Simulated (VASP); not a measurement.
A run of VASP 6.6.1:

INCAR

```
PREC = Accurate
ENCUT = 520
EDIFF = 1E-6
ISMEAR = -1
SIGMA = 0.0948
LREAL = Auto
LASPH = True
NELM = 80
ALGO = Normal
ISIF = 2
LWAVE = False
LCHARG = False
GGA = PS
NBANDS = 144
```

KPOINTS

```
Automatic mesh
0
Gamma
  2 2 2
  0.5 0.5 0.5
```

Contents of POSCAR:

```
TiSi2
1.0
   -3.5518741309      0.0000000000     -7.1816431623
    5.3278111963      6.7402086948      0.0000000000
    5.3278111963     -6.7402086948      0.0000000000
Ti Si
12 24
Direct
    0.0718498522      0.8334998828      0.6275227294
    0.5781759002      0.6697778495      0.4528777406
    0.0982360142      0.1745139670      0.9611409455
    0.5820605265      0.9887430421      0.7899943000
    0.0803224258      0.4948009824      0.2897732062
    0.5774966684      0.3342920865      0.1174096328
    0.3474213273      0.7165813277      0.8894301299
    0.8385383211      0.5393635275      0.7581117988
    0.3294510666      0.0337708312      0.2425587283
    0.8235456519      0.8597473960      0.0458172569
    0.3153299250      0.3552312018      0.5475363750
    0.8472148870      0.2126767348      0.4174748446
    0.0842488253      0.1433973449      0.2949352343
    0.5866998547      0.9885403791      0.1097466699
    0.1000801605      0.5125412773      0.6233997142
    0.5943092554      0.3179056315      0.4523441988
    0.1030073457      0.8491028587      0.9391166888
    0.5664568551      0.6788687450      0.7524029666
    0.3175114592      0.3731396124      0.2329015214
    0.8172658913      0.2062357215      0.0732281188
    0.3149979676      0.7094454101      0.5481772581
    0.8463139789      0.5545939964      0.4100238437
    0.3467892993      0.0436723603      0.8972842083
    0.8427596392      0.8500236030      0.7544141005
    0.1043264032      0.4799250702      0.9577948434
    0.6169489210      0.2987845488      0.8417509710
    0.0914246204      0.8100176687      0.3162477944
    0.5810707808      0.6210424613      0.0988620423
    0.0677903356      0.1196260199      0.6379099720
    0.5977148827      0.9967781221      0.4884483129
    0.3251821272      0.0570633635      0.5725893891
    0.8127747186      0.8975071976      0.3985572166
    0.3197368552      0.3351047929      0.8523338815
    0.8573688306      0.2109999519      0.7509149849
    0.3323278456      0.7180550957      0.2294442604
    0.8299959863      0.5538914543      0.0362580756
```

Potentials or basis: VASP PAW PBE potentials, release 64 (Ti_sv, Si).

Launch:

```console
$ cat potpaw_PBE.64/Ti_sv/POTCAR potpaw_PBE.64/Si/POTCAR > POTCAR
$ mpirun -np 1 vasp_std > vasp.out
```

Hardware: 1 thread of Oxide Virtual Turin-like Processor, on a shared host.

Problem. How long does it take, and how much memory?

Solution. It took 11 min on 1 thread of Oxide Virtual Turin-like Processor (shared host), peak memory 0.58 GiB. Counts: scf iterations 19, k points 4.
